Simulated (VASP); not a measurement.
Rb:

```
Rb
1.0
     0.00000    4.85500    4.85500
     4.85500    0.00000    4.85500
     4.85500    4.85500    0.00000
Rb
2
Direct
  0.00000 0.00000 0.00000
  0.25000 0.25000 0.25000
```

This isn't the form of Rb at room conditions, which is bcc.

```yaml
Program: VASP 6.6.1
Task: relaxation of cell and atoms
Functional: PBEsol
Potentials_or_basis: VASP PAW PBE potentials, release 64 (Rb_sv)
Cutoff: 600 eV
k_mesh: 9 × 9 × 9
Occupations: methfessel-paxton, width 0.05 eV
Spin: no spin polarisation
```

At the start: pressure 0.2 GPa; volume 114.44 Å³/atom.

How do energy, volume and symmetry change on relaxing?

Over 5 steps the energy falls by 7.9 meV/atom and the volume is 131.11 Å³/atom (+14.6 %); space group Fd-3m (No. 227, to 0.1 Å) before and after.

Step by step:
```
step  energy change (eV)  largest force (eV/Å)  pressure (GPa)  volume (Å³)
   1              0.0000                0.0000            0.17       228.87
   2             -0.0041                0.0000            0.15       232.98
   3             -0.0125                0.0000            0.06       245.59
   4             -0.0145                0.0000           -0.03       272.16
   5             -0.0158                0.0000            0.00       262.22
```

Final structure:
```cif
data_structure
_symmetry_space_group_name_H-M 'P 1'
_symmetry_Int_Tables_number 1
_cell_length_a 7.1844
_cell_length_b 7.1844
_cell_length_c 7.1844
_cell_angle_alpha 60.000
_cell_angle_beta 60.000
_cell_angle_gamma 60.000
_cell_volume 262.22
loop_
_atom_site_label
_atom_site_type_symbol
_atom_site_fract_x
_atom_site_fract_y
_atom_site_fract_z
_atom_site_occupancy
Rb1 Rb 0.00000 0.00000 0.00000 1
Rb2 Rb 0.25000 0.25000 0.25000 1
```

Caveat: the PAW data sets were made with another functional, which shifts forces and pressure a little.
